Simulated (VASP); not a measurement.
# BiN (Fm-3m) in VASP: a series of runs

The runs below take BiN through single point, with PBE.

Everything below comes from runs of VASP 6.6.1. Logs are shortened: lines on timing, memory, paths and dates and some standing lists are left out, and cuts for length are marked.

### 1 The cell of the first run

Symmetry: Fm-3m, No. 225, cubic system. Conventional cell: a = 5.602 Å, b = 5.602 Å, c = 5.602 Å, α = 90.00°, β = 90.00°, γ = 90.00°. Within 3.7 Å of N (site symmetry m-3m) lie 6 Bi at 2.80 Å. Within 3.7 Å of Bi (site symmetry m-3m) lie 6 N at 2.80 Å.

### 2 Single point, PBE

File INCAR:

```
  PREC = Accurate
  ENCUT = 600
  EDIFF = 1E-6
  ISMEAR = -1
  SIGMA = 0.1
  LREAL = F
  LASPH = T
  NELM = 120
  ALGO = Normal
  ISIF = 2
  LWAVE = F
  LCHARG = T
  GGA = PE
  LELF = T
  LVHAR = T
  NBANDS = 17
  GGA_COMPAT = F
```

File KPOINTS:

```
Automatic mesh
0
Gamma
  6 6 6
```

File POSCAR:

```
BiN
1.0
    0.0000000000      2.8011980000      2.8011980000
    2.8011980000      0.0000000000      2.8011980000
    2.8011980000      2.8011980000      0.0000000000
N Bi
1 1
Direct
    0.0000000000      0.0000000000      0.0000000000
    0.5000000000      0.5000000000      0.5000000000
```

Potentials or basis: VASP PAW PBE potentials, release 64 (N, Bi_d).

On the command line:

```sh
cat potpaw_PBE.64/N/POTCAR potpaw_PBE.64/Bi_d/POTCAR > POTCAR
mpirun -np 1 vasp_std > vasp.out
```

OUTCAR:

```text
PREC = Accurate
   ENCUT = 600
   EDIFF = 1E-6
   ISMEAR = -1
   LREAL = F
   LASPH = T
   NELM = 120
   ISIF = 2
   GGA = PE

 ion  position               nearest neighbor table
   1  0.000  0.000  0.000-   2 2.80   2 2.80   2 2.80   2 2.80   2 2.80   2 2.80
   2  0.500  0.500  0.500-   1 2.80   1 2.80   1 2.80   1 2.80   1 2.80   1 2.80

  LATTYP: Found a face centered cubic cell.
 ALAT       =     5.6023960000

  Lattice vectors:

 A1 = (   0.0000000000,   2.8011980000,   2.8011980000)
 A2 = (   2.8011980000,   0.0000000000,   2.8011980000)
 A3 = (   2.8011980000,   2.8011980000,   0.0000000000)

Analysis of symmetry for initial positions (statically):
=====================================================================
 Subroutine PRICEL returns:
 Original cell was already a primitive cell.

 Routine SETGRP: Setting up the symmetry group for a
 face centered cubic supercell.

 Subroutine GETGRP returns: Found 48 space group operations
 (whereof 48 operations were pure point group operations)
 out of a pool of 48 trial point group operations.

The static configuration has the point symmetry O_h .

Analysis of symmetry for dynamics (positions and initial velocities):
=====================================================================
 Subroutine PRICEL returns:
 Original cell was already a primitive cell.

 Routine SETGRP: Setting up the symmetry group for a
 face centered cubic supercell.

 Subroutine GETGRP returns: Found 48 space group operations
 (whereof 48 operations were pure point group operations)
 out of a pool of 48 trial point group operations.

The dynamic configuration has the point symmetry O_h .

 Subroutine INISYM returns: Found 48 space group operations
 (whereof 48 operations are pure point group operations),
 and found     1 'primitive' translations

----------------------------------------------------------------------------------------

                                     Primitive cell

  volume of cell :      43.9604

  direct lattice vectors                    reciprocal lattice vectors
     0.000000000  2.801198000  2.801198000    -0.178495058  0.178495058  0.178495058
     2.801198000  0.000000000  2.801198000     0.178495058 -0.178495058  0.178495058
     2.801198000  2.801198000  0.000000000     0.178495058  0.178495058 -0.178495058

  length of vectors
     3.961492202  3.961492202  3.961492202     0.309162510  0.309162510  0.309162510

  position of ions in fractional coordinates (direct lattice)
     0.000000000  0.000000000  0.000000000
     0.500000000  0.500000000  0.500000000

  ion indices of the primitive-cell ions
   primitive index   ion index
                 1           1
                 2           2

----------------------------------------------------------------------------------------

 KPOINTS: Automatic mesh

Automatic generation of k-mesh.
 Grid dimensions read from file:
 generate k-points for:    6    6    6

 Generating k-lattice:

  Cartesian coordinates                     Fractional coordinates (reciprocal lattice)
    -0.029749176  0.029749176  0.029749176     0.166666667  0.000000000  0.000000000
     0.029749176 -0.029749176  0.029749176     0.000000000  0.166666667  0.000000000
     0.029749176  0.029749176 -0.029749176     0.000000000  0.000000000  0.166666667

  Length of vectors
     0.051527085  0.051527085  0.051527085

  Shift w.r.t. Gamma in fractional coordinates (k-lattice)
     0.000000000  0.000000000  0.000000000

 Subroutine IBZKPT returns following result:
 ===========================================

 Found     16 irreducible k-points:

 Following reciprocal coordinates:
            Coordinates               Weight
  0.000000  0.000000  0.000000      1.000000
  0.166667  0.000000  0.000000      8.000000
  0.333333  0.000000  0.000000      8.000000
  0.500000  0.000000  0.000000      4.000000
  0.166667  0.166667  0.000000      6.000000
  0.333333  0.166667  0.000000     24.000000
[... 8 lines left out ...]
 -0.333333  0.333333  0.166667     24.000000
 -0.333333  0.500000  0.166667     12.000000
   k-points           NKPTS =     16   k-points in BZ     NKDIM =     16   number of bands    NBANDS=     17
   number of dos      NEDOS =    301   number of ions     NIONS =      2
   total plane-waves  NPLWV =  32768
   dimension x,y,z NGX =    32 NGY =   32 NGZ =   32
   dimension x,y,z NGXF=    64 NGYF=   64 NGZF=   64
   ions per type =               1   1
   NGX,Y,Z   is equivalent  to a cutoff of  13.43, 13.43, 13.43 a.u.
   NGXF,Y,Z  is equivalent  to a cutoff of  26.86, 26.86, 26.86 a.u.
 SYSTEM =  unknown system
   PREC   = accura    normal or accurate (medium, high low for compatibility)
   ISTART =      0    job   : 0-new  1-cont  2-samecut
   ICHARG =      2    charge: 1-file 2-atom 10-const
   ISPIN  =      1    spin polarized calculation?
   LNONCOLLINEAR =      F non collinear calculations
   LSORBIT =      F    spin-orbit coupling
   LASPH  =      T    aspherical Exc in radial PAW
   ENCUT  =  600.0 eV  44.10 Ry    6.64 a.u.   7.91  7.91  7.91*2*pi/ulx,y,z
   NELM   =    120;   NELMIN=  2; NELMDL= -5     # of ELM steps
   EDIFF  = 0.1E-05   stopping-criterion for ELM
   LREAL  =      F    real-space projection
   EDIFFG = 0.1E-04   stopping-criterion for IOM
   NSW    =      0    number of steps for IOM
   IBRION =     -1    ionic relax: 0-MD 1-quasi-New 2-CG
   NFREE  =      0    steps in history (QN), initial steepest desc. (CG)
   ISIF   =      2    stress and relaxation
   ISYM   =      2    0-nonsym 1-usesym 2-fastsym
   POTIM  = 0.5000    time-step for ionic-motion
   TEBEG  =    0.0;   TEEND  =   0.0 temperature during run
   PSTRESS=    0.0 pullay stress
   NELECT =      20.0000    total number of electrons
   NUPDOWN=      -1.0000    fix difference up-down
   EMIN   =  10.00;   EMAX   =-10.00  energy-range for DOS
   EFERMI =   0.00;   METHOD = LEGACY
   ISMEAR =    -1;   SIGMA  =   0.10  broadening in eV -4-tet -1-fermi 0-gaus
   EFERMI_NEDOS =   21; number of points for ismear=-14 and -15
   IALGO  =     38    algorithm
   IMIX   =      4    mixing-type and parameters
     AMIX     =   0.40;   BMIX     =  1.00
     AMIX_MAG =   1.60;   BMIX_MAG =  1.00
  volume/ion in A,a.u.               =      21.98       148.33
  Fermi-wavevector in a.u.,A,eV,Ry     =   1.259112  2.379377 21.570173  1.585363
  Thomas-Fermi vector in A             =   2.392688
   LORBIT       =      0    0 simple, 1 ext, 2 COOP (PROOUT), +10 PAW based schemes
   GGA     = PE    functional components
   LHFCALC =     F    Hartree Fock is set to
   AEXX    =    0.0000 exact exchange contribution
   IVDW    =     0    specifies the selected vdW correction
   LEPSILON=     F    determine dielectric tensor
   LRPA    =     F    only Hartree local field effects (RPA)
 non-spin polarized calculation
  energy-cutoff  :      600.00
  volume of cell :       43.96
 maximum number of plane-waves:      1484
   NGX = 15   NGY = 15   NGZ = 15

 number of electron      20.0000000 magnetization

 Free energy of the ion-electron system (eV)
  ---------------------------------------------------
  ext. energy  EPLUGINS =         0.00000000
  ---------------------------------------------------
  free energy    TOTEN  =       -10.04537524 eV

  energy without entropy =      -10.03839466  energy(sigma->0) =      -10.04188495

 E-fermi :   5.4025     XC(G=0):  -9.9839

 val. band max:        5.0067564553   @ k =  -0.3333   0.3333   0.1667
 cond. band min:       5.5564614571   @ k =   0.5000   0.0000   0.0000
 fundamental gap:      0.5497050018
 Fermi energy:         5.4025485912

 k-point     1 :       0.0000    0.0000    0.0000
  band No.  band energies     occupation
      1     -17.6006      2.00000
      2     -17.6006      2.00000
      3     -17.6006      2.00000
      4     -17.5493      2.00000
      5     -17.5493      2.00000
      6      -8.7333      2.00000
[... 9 lines left out ...]
     16      14.4313      0.00000
     17      14.7823      0.00000

 k-point     2 :       0.1667    0.0000    0.0000
  band No.  band energies     occupation
      1     -17.5989      2.00000
      2     -17.5952      2.00000
      3     -17.5952      2.00000
      4     -17.5497      2.00000
      5     -17.5497      2.00000
      6      -8.4469      2.00000
[... 9 lines left out ...]
     16      15.0659      0.00000
     17      16.3765      0.00000

 k-point     3 :       0.3333    0.0000    0.0000
  band No.  band energies     occupation
      1     -17.5958      2.00000
      2     -17.5888      2.00000
      3     -17.5888      2.00000
      4     -17.5461      2.00000
      5     -17.5461      2.00000
      6      -7.6707      2.00000
[... 9 lines left out ...]
     16      16.5593      0.00000
     17      17.9315      0.00000

 k-point     4 :       0.5000    0.0000    0.0000
  band No.  band energies     occupation
      1     -17.5944      2.00000
      2     -17.5882      2.00000
      3     -17.5882      2.00000
      4     -17.5418      2.00000
      5     -17.5418      2.00000
      6      -6.9989      2.00000
[... 9 lines left out ...]
     16      18.0045      0.00000
     17      18.0045      0.00000
[... 183 lines left out ...]
      1     -17.6001      2.00000
      2     -17.5825      2.00000
      3     -17.5665      2.00000
      4     -17.5659      2.00000
      5     -17.5399      2.00000
      6      -7.1650      2.00000
[... 9 lines left out ...]
     16      18.4476      0.00000
     17      18.5354      0.00000

 k-point    15 :      -0.3333    0.3333    0.1667
  band No.  band energies     occupation
      1     -17.5895      2.00000
      2     -17.5885      2.00000
      3     -17.5654      2.00000
      4     -17.5619      2.00000
      5     -17.5431      2.00000
      6      -6.7549      2.00000
[... 9 lines left out ...]
     16      18.8514      0.00000
     17      19.7994      0.00000

 k-point    16 :      -0.3333    0.5000    0.1667
  band No.  band energies     occupation
      1     -17.6030      2.00000
      2     -17.5811      2.00000
      3     -17.5706      2.00000
      4     -17.5541      2.00000
      5     -17.5383      2.00000
      6      -6.7220      2.00000
[... 9 lines left out ...]
     16      18.4683      0.00000
     17      20.3581      0.00000

------------------------ aborting loop because EDIFF is reached ----------------------------------------

  FORCE on cell =-STRESS in cart. coord.  units (eV):
  Direction    XX          YY          ZZ          XY          YZ          ZX
  --------------------------------------------------------------------------------------
  -------------------------------------------------------------------------------------
  Total       -4.8469245     -4.8469245     -4.8469245      0.0000000     -0.0000000      0.0000000
  in kB     -176.6507212   -176.6507212   -176.6507212      0.0000000     -0.0000000      0.0000000
  external PRESSURE =    -176.6507212 kB  Pullay stress =       0.0000000 kB

 VOLUME and BASIS-vectors are now :
 -----------------------------------------------------------------------------
  energy-cutoff  :      600.00
  volume of cell :       43.96
      direct lattice vectors                 reciprocal lattice vectors
     0.000000000  2.801198000  2.801198000    -0.178495058  0.178495058  0.178495058
     2.801198000  0.000000000  2.801198000     0.178495058 -0.178495058  0.178495058
     2.801198000  2.801198000  0.000000000     0.178495058  0.178495058 -0.178495058

 POSITION                                       TOTAL-FORCE (eV/Angst)
 -----------------------------------------------------------------------------------
      0.00000      0.00000      0.00000         0.000000      0.000000      0.000000
      2.80120      2.80120      2.80120        -0.000000      0.000000      0.000000
 -----------------------------------------------------------------------------------
    total drift:                                0.000000     -0.000000      0.000000

  FREE ENERGIE OF THE ION-ELECTRON SYSTEM (eV)
  ---------------------------------------------------
  free  energy   TOTEN  =       -10.0453752426 eV

  energy  without entropy=      -10.0383946628  energy(sigma->0) =      -10.04188495
```

It took 28 s on 1 thread of AMD EPYC 7R13, shared host; peak memory 0.15 GiB.

Results:

```yaml
Free_energy: -10.0454 eV
Pressure: -17.7 GPa
Band_gap_on_the_k_mesh: 0.55 eV (least direct gap 0.88 eV)
```

Levels at points of the mesh, in eV from the valence-band top:
| k point | band 6 | band 7 | band 8 | band 9 | band 10 | band 11 | band 12 | band 13 | band 14 | band 15 |
| --- | --- | --- | --- | --- | --- | --- | --- | --- | --- | --- |
| (0.00, 0.00, 0.00) | -13.74 | -7.87 | -0.85 | -0.85 | -0.85 | 4.96 | 4.96 | 4.96 | 9.42 | 9.42 |
| (0.50, 0.00, 0.00) | -12.01 | -10.15 | -0.42 | -0.42 | -0.33 | 0.55 | 2.45 | 2.45 | 8.60 | 12.64 |
| (0.50, 0.50, 0.00) | -11.87 | -8.87 | -4.36 | -2.26 | -2.26 | 4.38 | 4.87 | 4.87 | 5.48 | 12.25 |

Caveat: the cell stands under tension; spin-orbit coupling is left out, which moves the levels of the heavy elements.

### 3 Single point, PBE

File INCAR:

```
SYSTEM = BiN
PREC = Accurate ; ENCUT = 600
EDIFF = 1E-6 ; ISMEAR = -1
SIGMA = 0.1 ; LREAL = .FALSE.
LASPH = .TRUE. ; NELM = 120
ALGO = Normal ; ISIF = 2
LWAVE = .FALSE. ; LCHARG = .FALSE.
GGA = PE ; NBANDS = 17
GGA_COMPAT = .FALSE.
```

File KPOINTS:

```
regular mesh
0
G
  6 6 6
  0 0 0
```

POSCAR is that of step 2.

Potentials or basis: VASP PAW PBE potentials, release 64 (N, Bi_d).

On the command line:

```sh
cat potpaw_PBE.64/N/POTCAR potpaw_PBE.64/Bi_d/POTCAR > POTCAR
mpirun -np 1 vasp_std > vasp.out
```

Wall time 23 s (1 thread of AMD EPYC 7R13, shared host); peak memory 0.15 GiB.

Results (log left out):

| Quantity | Value |
| --- | --- |
| Free energy | -10.0454 eV |
| Pressure | -17.7 GPa |
| Band gap on the k mesh | 0.55 eV (least direct gap 0.88 eV) |

Levels at points of the mesh, in eV from the valence-band top:
| k point | band 7 | band 8 | band 9 | band 10 | band 11 | band 12 | band 13 | band 14 |
| --- | --- | --- | --- | --- | --- | --- | --- | --- |
| (0.00, 0.00, 0.00) | -7.87 | -0.85 | -0.85 | -0.85 | 4.96 | 4.96 | 4.96 | 9.42 |
| (0.50, 0.00, 0.00) | -10.15 | -0.42 | -0.42 | -0.33 | 0.55 | 2.45 | 2.45 | 8.60 |
| (0.50, 0.50, 0.00) | -8.87 | -4.36 | -2.26 | -2.26 | 4.38 | 4.87 | 4.87 | 5.48 |

Caveat: the cell stands under tension; spin-orbit coupling is left out, which moves the levels of the heavy elements. A k mesh can miss the band edges.
